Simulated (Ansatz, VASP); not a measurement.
# Al: VASP beside Ansatz

INCAR

```
SYSTEM = Al
PREC     = Accurate       ! precision mode
ENCUT    = 520            ! plane-wave cutoff, eV
EDIFF    = 1E-6           ! SCF threshold, eV
ISMEAR   = 0              ! smearing method
SIGMA    = 0.15           ! smearing width, eV
LREAL    = .False.        ! projectors in reciprocal space
LASPH    = .True.         ! aspherical terms in the spheres
NELM     = 80             ! most SCF steps
ALGO     = Normal         ! electronic algorithm
ISIF     = 2              ! what is computed and relaxed
LWAVE    = .False.        ! write WAVECAR
LCHARG   = .False.        ! write CHGCAR
GGA      = PE             ! functional
IVDW     = 12             ! dispersion correction
NBANDS   = 14             ! bands
```

KPOINTS

```
Automatic mesh
0
Gamma
  18 18 6
  0 0 0
```

File POSCAR:

```
Al
1.0
    2.7670470814      0.0000000000      0.0000000000
   -1.3835235407      2.3963330660      0.0000000000
    0.0000000000      0.0000000000      8.7983796047
Al
4
Direct
    0.0000000000      0.0000000000      0.0000000000
    0.3333333333      0.6666666667      0.2500000000
    0.0000000000      0.0000000000      0.5000000000
    0.6666666667      0.3333333333      0.7500000000
```

Input for Ansatz:

```yaml
crystal:
  lattice:
    - [2.7670470814, 0.0, 0.0]
    - [-1.3835235407, 2.396333066, 0.0]
    - [0.0, 0.0, 8.7983796047]
  atoms:
    - { symbol: Al, position: [0.0, 0.0, 0.0] }
    - { symbol: Al, position: [0.3333333333, 0.6666666667, 0.25] }
    - { symbol: Al, position: [0.0, 0.0, 0.5] }
    - { symbol: Al, position: [0.6666666667, 0.3333333333, 0.75] }
basis:
  ecutwfc: 420
kpoints:
  mp_grid: { grid: [18, 18, 6] }
hamiltonian:
  xc: pbe
  dispersion: d3bj
scf:
  occupations: { method: gaussian, width: 0.15 }
output:
  forces: true
  stress: true
  eigenvalues: true
```

Alike in both runs: task single point; functional PBE; dispersion D3(BJ); k mesh 18 × 18 × 6; occupations gaussian, width 0.15 eV; no spin polarisation.

|  | VASP | Ansatz |
| --- | --- | --- |
| version | VASP 6.6.1 | Ansatz 0.2.0 |
| potentials or method | VASP PAW PBE potentials, release 64 (Al), cutoff 520 eV | scalar-relativistic, plane waves, PAW |
| valence electrons in the cell | 12 | 12 |

VASP gave:

```
gap on the k mesh at the Fermi level (eV)                     : none
pressure (GPa)                                                : 8.6
traceless stress, the component that is largest in VASP (GPa) : 2.83
```

Question: Estimate Ansatz's values.

Answer: gap on the k mesh at the Fermi level (eV): none; pressure (GPa): 8.7; traceless stress, the component that is largest in VASP (GPa): 2.83.

A gap of «none» marks a metal or a gap that the smearing closes.
